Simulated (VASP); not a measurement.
Input of a VASP 6.6.1 run:

INCAR

```
PREC     = Accurate       # precision mode
ENCUT    = 400            # plane-wave cutoff, eV
EDIFF    = 1E-6           # SCF threshold, eV
ISMEAR   = -1             # smearing method
SIGMA    = 0.1            # smearing width, eV
LREAL    = F              # projectors in reciprocal space
LASPH    = T              # aspherical terms in the spheres
NELM     = 120            # most SCF steps
ALGO     = Normal         # electronic algorithm
ISIF     = 2              # what is computed and relaxed
LWAVE    = F              # write WAVECAR
LCHARG   = F              # write CHGCAR
GGA      = PS             # functional
NBANDS   = 48             # bands
GGA_COMPAT= F
```

KPOINTS

```
regular mesh
0
Gamma
  2 2 2
```

Contents of POSCAR:

```
Ag
1.0
    0.0000000000      4.0855000000      4.0855000000
    4.0855000000      0.0000000000      4.0855000000
    4.0855000000      4.0855000000      0.0000000000
Ag
7
Direct
    0.0500343899     -0.0500718394      0.2489530045
   -0.0076972219      0.5108601150     -0.0016321136
   -0.0422803818      0.4069366051      0.5688634194
    0.5931447803      0.0422168645     -0.0666224452
    0.4890937462      0.0077205972      0.5014679966
    0.4585983356      0.5414731367      0.0101604455
    0.4591065965      0.5408645209      0.4888094480
```

Potentials or basis: VASP PAW PBE potentials, release 64 (Ag).

The run is started by

```sh
$ cat potpaw_PBE.64/Ag/POTCAR > POTCAR
$ mpirun -np 1 vasp_std > vasp.out
```

(1) Predict the pressure.

(2) What does it give for the largest force?

Results:

(1) -4.7 GPa.

(2) 0.061 eV/Å.

Caveat: the k points lie up to 0.67 Å⁻¹ apart; the PAW data sets were made with another functional, which shifts forces and pressure a little.
